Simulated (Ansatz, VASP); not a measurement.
**Two plane-wave programs on Os2N**

```
Os N
1.0
     0.00000    3.56766    3.56766
     3.56766    0.00000    3.56766
     3.56766    3.56766    0.00000
Os N
4 2
Cartesian
  4.4596 4.4596 4.4596
  4.4596 2.6757 2.6757
  2.6757 2.6757 4.4596
  2.6757 4.4596 2.6757
  0.0000 0.0000 0.0000
  1.7838 1.7838 1.7838
```

Alike in both runs: functional PBE; k mesh 6 × 6 × 6; occupations gaussian, width 0.1 eV; no spin polarisation.

Ansatz relaxed the structure, and its values are those at the end. VASP's run is a single point on that final structure, the one shown.

|  | VASP | Ansatz |
| --- | --- | --- |
| version | VASP 6.6.1 | Ansatz 0.2.0 |
| potentials or method | VASP PAW PBE potentials, release 64 (Os, N), cutoff 520 eV | scalar-relativistic, plane waves, PAW |
| valence electrons in the cell | 42 | 74 |

```csv
,VASP,Ansatz,Ansatz less VASP
gap on the k mesh at the Fermi level (eV),none,none,-
pressure (GPa),0.3,0.2,-0.04
```

A gap of «none» marks a metal or a gap that the smearing closes. VASP's potentials hold 42 valence electrons a cell and Ansatz's 74, so a difference there can come from the potentials and not from the codes.

Neither program's run includes spin-orbit coupling.
